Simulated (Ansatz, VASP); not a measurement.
## One calculation of Nb, two programs

```xyz
1
Lattice="0.0000 2.1092 2.1092 2.1092 0.0000 2.1092 2.1092 2.1092 0.0000" Properties=species:S:1:pos:R:3 pbc="T T T"
Nb    0.0000    0.0000    0.0000
```

Alike in both runs: functional PBE; k mesh 22 × 22 × 22; occupations gaussian, width 0.1 eV; no spin polarisation.

Ansatz relaxed the structure, and its values are those at the end. VASP's run is a single point on that final structure, the one shown.

|  | VASP | Ansatz |
| --- | --- | --- |
| version | VASP 6.6.1 | Ansatz 0.2.0 |
| potentials or method | VASP PAW PBE potentials, release 64 (Nb_sv), cutoff 520 eV | scalar-relativistic, plane waves, PAW |
| valence electrons in the cell | 13 | 13 |

VASP gave:

* gap on the k mesh at the Fermi level (eV): none
* pressure (GPa): -0.3

Problem. What did Ansatz give for the same quantities?

Solution. gap on the k mesh at the Fermi level (eV): none; pressure (GPa): 0.0.

A gap of «none» marks a metal or a gap that the smearing closes.
